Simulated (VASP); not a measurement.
# TaN (P6_3mc) in VASP: single point with PBE

Aim: the single point of TaN with PBE.

Program: VASP 6.6.1. These are calculated values, not measurements. Logs are shortened: lines on timing, memory, paths and dates and some standing lists are left out, and cuts for length are marked.

### 1 The cell of the first run

It takes space group P6_3mc (No. 186, hexagonal). Conventional cell: a = 3.069 Å, b = 3.069 Å, c = 4.970 Å, α = 90.00°, β = 90.00°, γ = 120.00°. Ta (site symmetry 3m) has 4 N at 1.86 to 1.91 Å within 2.5 Å. Within 2.5 Å of N (site symmetry 3m) lie 4 Ta at 1.86 to 1.91 Å.

### 2 Single point, PBE

INCAR reads:

```
SYSTEM = TaN
ALGO     = Normal         ! electronic algorithm
EDIFF    = 1E-7           ! SCF threshold, eV
ENCUT    = 520            ! plane-wave cutoff, eV
GGA      = PE             ! functional
ISIF     = 2              ! what is computed and relaxed
ISMEAR   = -1             ! smearing method
LASPH    = .TRUE.         ! aspherical terms in the spheres
LCHARG   = .FALSE.        ! write CHGCAR
LREAL    = .FALSE.        ! projectors in reciprocal space
LWAVE    = .FALSE.        ! write WAVECAR
NBANDS   = 24             ! bands
NELM     = 60             ! most SCF steps
PREC     = Accurate       ! precision mode
SIGMA    = 0.1            ! smearing width, eV
```

KPOINTS reads:

```
k-points
0
G
  13 13 7
  0 0 0
```

POSCAR reads:

```
TaN
1.0
    3.0687820000      0.0000000000      0.0000000000
   -1.5343910000      2.6576450000      0.0000000000
    0.0000000000      0.0000000000      4.9704200000
Ta N
2 2
Direct
    0.3333300000      0.6666700000      0.0000000000
    0.6666600000      0.3333300000      0.5000000000
    0.3333300000      0.6666700000      0.3850000000
    0.6666600000      0.3333300000      0.8850000000
```

Potentials or basis: VASP PAW PBE potentials, release 64 (Ta_pv, N).

The run is started by

```console
> cat potpaw_PBE.64/Ta_pv/POTCAR potpaw_PBE.64/N/POTCAR > POTCAR
> mpirun -np 1 vasp_std > vasp.out
```

OUTCAR:

```text
SYSTEM = TaN
   EDIFF = 1E-7
   ENCUT = 520
   GGA = PE
   ISIF = 2
   ISMEAR = -1
   LASPH = .TRUE.
   LREAL = .FALSE.
   NELM = 60
   PREC = Accurate

 ion  position               nearest neighbor table
   1  0.333  0.667  0.000-   4 1.86   4 1.86   4 1.86   3 1.91   2 3.05   2 3.05   2 3.05   2 3.05
                             2 3.05   2 3.05
   2  0.667  0.333  0.500-   3 1.86   3 1.86   3 1.86   4 1.91   1 3.05   1 3.05   1 3.05   1 3.05
                             1 3.05   1 3.05
   3  0.333  0.667  0.385-   2 1.86   2 1.86   2 1.86   1 1.91
   4  0.667  0.333  0.885-   1 1.86   1 1.86   1 1.86   2 1.91

  LATTYP: Found a hexagonal cell.
 ALAT       =     3.0687820000
 C/A-ratio  =     1.6196719089

  Lattice vectors:

 A1 = (   3.0687820000,   0.0000000000,   0.0000000000)
 A2 = (  -1.5343910000,   2.6576450000,   0.0000000000)
 A3 = (   0.0000000000,   0.0000000000,   4.9704200000)

Analysis of symmetry for initial positions (statically):
=====================================================================
 Subroutine PRICEL returns:
 Original cell was already a primitive cell.

 Routine SETGRP: Setting up the symmetry group for a
 hexagonal supercell.

 Subroutine GETGRP returns: Found  4 space group operations
 (whereof  1 operations were pure point group operations)
 out of a pool of 24 trial point group operations.

The static configuration has the point symmetry C_1 .
 The point group associated with its full space group is C_2v.

Analysis of symmetry for dynamics (positions and initial velocities):
=====================================================================
 Subroutine PRICEL returns:
 Original cell was already a primitive cell.

 Routine SETGRP: Setting up the symmetry group for a
 hexagonal supercell.

 Subroutine GETGRP returns: Found  4 space group operations
 (whereof  1 operations were pure point group operations)
 out of a pool of 24 trial point group operations.

The dynamic configuration has the point symmetry C_1 .
 The point group associated with its full space group is C_2v.

 Subroutine INISYM returns: Found  4 space group operations
 (whereof  1 operations are pure point group operations),
 and found     1 'primitive' translations

----------------------------------------------------------------------------------------

                                     Primitive cell

  volume of cell :      40.5374

  direct lattice vectors                    reciprocal lattice vectors
     3.068782000  0.000000000  0.000000000     0.325862182  0.188136489  0.000000000
    -1.534391000  2.657645000  0.000000000     0.000000000  0.376272979  0.000000000
     0.000000000  0.000000000  4.970420000     0.000000000  0.000000000  0.201190241

  length of vectors
     3.068782000  3.068783584  4.970420000     0.376273173  0.376272979  0.201190241

  position of ions in fractional coordinates (direct lattice)
     0.333330000  0.666670000  0.000000000
     0.666660000  0.333330000  0.500000000
     0.333330000  0.666670000  0.385000000
     0.666660000  0.333330000  0.885000000

  ion indices of the primitive-cell ions
   primitive index   ion index
                 1           1
                 2           2
                 3           3
                 4           4

----------------------------------------------------------------------------------------

 KPOINTS: k-points

Automatic generation of k-mesh.
 Grid dimensions read from file:
 generate k-points for:   13   13    7

 Generating k-lattice:

  Cartesian coordinates                     Fractional coordinates (reciprocal lattice)
     0.025066322  0.014472038  0.000000000     0.076923077  0.000000000  0.000000000
     0.000000000  0.028944075  0.000000000     0.000000000  0.076923077  0.000000000
     0.000000000  0.000000000  0.028741463     0.000000000  0.000000000  0.142857143

  Length of vectors
     0.028944090  0.028944075  0.028741463

  Shift w.r.t. Gamma in fractional coordinates (k-lattice)
     0.000000000  0.000000000  0.000000000

 Subroutine IBZKPT returns following result:
 ===========================================

 Found    196 irreducible k-points:

 Following reciprocal coordinates:
            Coordinates               Weight
  0.000000  0.000000  0.000000      1.000000
  0.076923  0.000000  0.000000      4.000000
  0.000000  0.076923  0.000000      2.000000
  0.153846  0.000000  0.000000      4.000000
  0.000000  0.153846  0.000000      2.000000
  0.230769  0.000000  0.000000      4.000000
[... 16 lines left out ...]
 -0.076923  0.384615  0.000000      4.000000
 -0.384615  0.307692  0.000000      4.000000
 [... further k-points ...]
   k-points           NKPTS =    196   k-points in BZ     NKDIM =    196   number of bands    NBANDS=     24
   number of dos      NEDOS =    301   number of ions     NIONS =      4
   total plane-waves  NPLWV =  23040
   dimension x,y,z NGX =    24 NGY =   24 NGZ =   40
   dimension x,y,z NGXF=    48 NGYF=   48 NGZF=   80
   ions per type =               2   2
   NGX,Y,Z   is equivalent  to a cutoff of  13.00, 13.00, 13.38 a.u.
   NGXF,Y,Z  is equivalent  to a cutoff of  26.00, 26.00, 26.76 a.u.
 SYSTEM =  TaN
   PREC   = accura    normal or accurate (medium, high low for compatibility)
   ISTART =      0    job   : 0-new  1-cont  2-samecut
   ICHARG =      2    charge: 1-file 2-atom 10-const
   ISPIN  =      1    spin polarized calculation?
   LNONCOLLINEAR =      F non collinear calculations
   LSORBIT =      F    spin-orbit coupling
   LASPH  =      T    aspherical Exc in radial PAW
   ENCUT  =  520.0 eV  38.22 Ry    6.18 a.u.   5.71  5.71  9.24*2*pi/ulx,y,z
   NELM   =     60;   NELMIN=  2; NELMDL= -5     # of ELM steps
   EDIFF  = 0.1E-06   stopping-criterion for ELM
   LREAL  =      F    real-space projection
   EDIFFG = 0.1E-05   stopping-criterion for IOM
   NSW    =      0    number of steps for IOM
   IBRION =     -1    ionic relax: 0-MD 1-quasi-New 2-CG
   NFREE  =      0    steps in history (QN), initial steepest desc. (CG)
   ISIF   =      2    stress and relaxation
   ISYM   =      2    0-nonsym 1-usesym 2-fastsym
   POTIM  = 0.5000    time-step for ionic-motion
   TEBEG  =    0.0;   TEEND  =   0.0 temperature during run
   PSTRESS=    0.0 pullay stress
   NELECT =      32.0000    total number of electrons
   NUPDOWN=      -1.0000    fix difference up-down
   EMIN   =  10.00;   EMAX   =-10.00  energy-range for DOS
   EFERMI =   0.00;   METHOD = LEGACY
   ISMEAR =    -1;   SIGMA  =   0.10  broadening in eV -4-tet -1-fermi 0-gaus
   EFERMI_NEDOS =   21; number of points for ismear=-14 and -15
   IALGO  =     38    algorithm
   IMIX   =      4    mixing-type and parameters
     AMIX     =   0.40;   BMIX     =  1.00
     AMIX_MAG =   1.60;   BMIX_MAG =  1.00
  volume/ion in A,a.u.               =      10.13        68.39
  Fermi-wavevector in a.u.,A,eV,Ry     =   1.513002  2.859159 31.146111  2.289175
  Thomas-Fermi vector in A             =   2.622851
   LORBIT       =      0    0 simple, 1 ext, 2 COOP (PROOUT), +10 PAW based schemes
   GGA     = PE    functional components
   LHFCALC =     F    Hartree Fock is set to
   AEXX    =    0.0000 exact exchange contribution
   IVDW    =     0    specifies the selected vdW correction
   LEPSILON=     F    determine dielectric tensor
   LRPA    =     F    only Hartree local field effects (RPA)
 non-spin polarized calculation
  energy-cutoff  :      520.00
  volume of cell :       40.54
 maximum number of plane-waves:      1104
   NGX = 11   NGY = 11   NGZ = 19

 number of electron      32.0000001 magnetization

 Free energy of the ion-electron system (eV)
  ---------------------------------------------------
  ext. energy  EPLUGINS =         0.00000000
  ---------------------------------------------------
  free energy    TOTEN  =       -38.31625473 eV

  energy without entropy =      -38.27019669  energy(sigma->0) =      -38.29322571

 E-fermi :   9.5888     XC(G=0): -13.4413

 val. band max:        9.5863475160   @ k =   0.3077   0.0769   0.2857
 cond. band min:       9.6216168480   @ k =  -0.0769   0.3077   0.0000
 fundamental gap:      0.0352693319
 Fermi energy:         9.5887954770

 k-point     1 :       0.0000    0.0000    0.0000
  band No.  band energies     occupation
      1     -26.4905      2.00000
      2     -25.4497      2.00000
      3     -25.4497      2.00000
      4     -25.2708      2.00000
      5     -25.2707      2.00000
      6     -25.2217      2.00000
[... 16 lines left out ...]
     23      16.1330      0.00000
     24      16.1331      0.00000

 k-point     2 :       0.0769    0.0000    0.0000
  band No.  band energies     occupation
      1     -26.4706      2.00000
      2     -25.5073      2.00000
      3     -25.4664      2.00000
      4     -25.3366      2.00000
      5     -25.2802      2.00000
      6     -25.2309      2.00000
[... 16 lines left out ...]
     23      16.1318      0.00000
     24      16.3327      0.00000

 k-point     3 :       0.0000    0.0769    0.0000
  band No.  band energies     occupation
      1     -26.4706      2.00000
      2     -25.5074      2.00000
      3     -25.4664      2.00000
      4     -25.3366      2.00000
      5     -25.2802      2.00000
      6     -25.2309      2.00000
[... 16 lines left out ...]
     23      16.1319      0.00000
     24      16.3327      0.00000

 k-point     4 :       0.1538    0.0000    0.0000
  band No.  band energies     occupation
      1     -26.4146      2.00000
      2     -25.6631      2.00000
      3     -25.5129      2.00000
      4     -25.5118      2.00000
      5     -25.3070      2.00000
      6     -25.2589      2.00000
[... 16 lines left out ...]
     23      16.1223      0.00000
     24      17.2784      0.00000

 k-point     5 :       0.0000    0.1538    0.0000
  band No.  band energies     occupation
      1     -26.4146      2.00000
      2     -25.6631      2.00000
      3     -25.5129      2.00000
      4     -25.5117      2.00000
      5     -25.3070      2.00000
      6     -25.2589      2.00000
[... 451 lines left out ...]
 k-point    22 :       0.3077    0.0769    0.0000
  band No.  band energies     occupation
      1     -26.3201      2.00000
      2     -26.1189      2.00000
      3     -25.9911      2.00000
      4     -25.6904      2.00000
      5     -25.4379      2.00000
      6     -25.4143      2.00000
[... 16 lines left out ...]
     23      16.2353      0.00000
     24      17.5709      0.00000

 k-point    23 :      -0.0769    0.3846    0.0000
  band No.  band energies     occupation
      1     -26.3201      2.00000
      2     -26.1190      2.00000
      3     -25.9911      2.00000
      4     -25.6904      2.00000
      5     -25.4378      2.00000
      6     -25.4143      2.00000
[... 16 lines left out ...]
     23      16.2354      0.00000
     24      17.5707      0.00000

 k-point    24 :      -0.3846    0.3077    0.0000
  band No.  band energies     occupation
      1     -26.3201      2.00000
      2     -26.1189      2.00000
      3     -25.9911      2.00000
      4     -25.6904      2.00000
      5     -25.4379      2.00000
      6     -25.4143      2.00000
[... 16 lines left out ...]
     23      16.2353      0.00000
     24      17.5709      0.00000

 [... further k-points ...]
[... 5 lines left out ...]
  --------------------------------------------------------------------------------------
  -------------------------------------------------------------------------------------
  Total       34.2006685     34.2032965     28.0571911      0.0000000      0.0000000      0.0000000
  in kB     1351.7272914   1351.8311604   1108.9160699      0.0000000      0.0000000      0.0000000
  external PRESSURE =    1270.8248406 kB  Pullay stress =       0.0000000 kB

 VOLUME and BASIS-vectors are now :
 -----------------------------------------------------------------------------
  energy-cutoff  :      520.00
  volume of cell :       40.54
      direct lattice vectors                 reciprocal lattice vectors
     3.068782000  0.000000000  0.000000000     0.325862182  0.188136489  0.000000000
    -1.534391000  2.657645000  0.000000000     0.000000000  0.376272979  0.000000000
     0.000000000  0.000000000  4.970420000     0.000000000  0.000000000  0.201190241

 POSITION                                       TOTAL-FORCE (eV/Angst)
 -----------------------------------------------------------------------------------
     -0.00002      1.77177      0.00000         0.000000     -0.000628      2.331749
      1.53438      0.88587      2.48521        -0.000000      0.000628      2.331749
     -0.00002      1.77177      1.91361         0.000000     -0.000559     -2.331749
      1.53438      0.88587      4.39882        -0.000000      0.000559     -2.331749
 -----------------------------------------------------------------------------------
    total drift:                                0.000000      0.000000      0.000407

  FREE ENERGIE OF THE ION-ELECTRON SYSTEM (eV)
  ---------------------------------------------------
  free  energy   TOTEN  =       -38.3162547334 eV

  energy  without entropy=      -38.2701966869  energy(sigma->0) =      -38.29322571
```

Run time: 2.6 min. Hardware: 1 thread of Intel Xeon 8259CL, shared host; peak memory 0.28 GiB.

Results:

| Quantity | Value |
| --- | --- |
| Free energy | -38.3163 eV |
| Pressure | 127.1 GPa |
| Largest force | 2.332 eV/Å |
| Band gap on the k mesh | zero (bands 16 and 17 overlap by 2.31 eV) |

Forces in eV/Å, atoms in the order of the input:
```
Ta   0.000 -0.001  2.332
Ta   0.000  0.001  2.332
N    0.000 -0.001 -2.332
N    0.000  0.001 -2.332
```

Stress tensor (GPa, compression positive):
```
135.17   0.00   0.00
  0.00 135.18   0.00
  0.00   0.00 110.89
```

Caveat: the cell stands under pressure; spin-orbit coupling is left out, which moves the levels of the heavy elements; forces of over 1 eV/Å act on the atoms, so gaps and moduli don't describe the material at rest.
